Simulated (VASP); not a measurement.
Here is a VASP 6.6.1 calculation.

INCAR

```
SYSTEM = WC
PREC = Accurate ; ENCUT = 520
EDIFF = 1E-6 ; ISMEAR = 0
SIGMA = 0.15 ; LREAL = .False.
LASPH = .True. ; NELM = 60
ALGO = Normal ; ISIF = 2
LWAVE = .False. ; LCHARG = .False.
GGA = PS ; NBANDS = 16
```

The input KPOINTS:

```
regular mesh
0
Gamma
  24 24 22
  0 0 0
```

Contents of POSCAR:

```
WC
1.0
    3.0143502137      0.0000000000      0.0000000000
   -1.5071751068      2.6105038610      0.0000000000
    0.0000000000      0.0000000000      3.0538208559
W C
1 1
Direct
    0.0000000000      0.0000000000      0.0000000000
    0.6666666667      0.3333333333      0.5000000000
```

Potentials or basis: VASP PAW PBE potentials, release 64 (W_sv, C).

Launch:

```bash
$ cat potpaw_PBE.64/W_sv/POTCAR potpaw_PBE.64/C/POTCAR > POTCAR
$ mpirun -np 1 vasp_std > vasp.out
```

Task: Predict the band gap on the k mesh.

Result: Zero (bands 9 and 10 overlap by 0.95 eV).

Task: Predict the pressure.

Result: -45.8 GPa.

Stress tensor (GPa, compression positive):
```
-36.85   0.00   0.00
  0.00 -36.85   0.00
  0.00   0.00 -63.61
```

Caveat: the cell differs from its parent crystal (strain +0.040 along x and y, +0.080 along z); the stress differs along the axes, from -64 to -37 GPa; the PAW data sets were made with another functional, which shifts forces and pressure a little; spin-orbit coupling is left out, which moves the levels of the heavy elements.
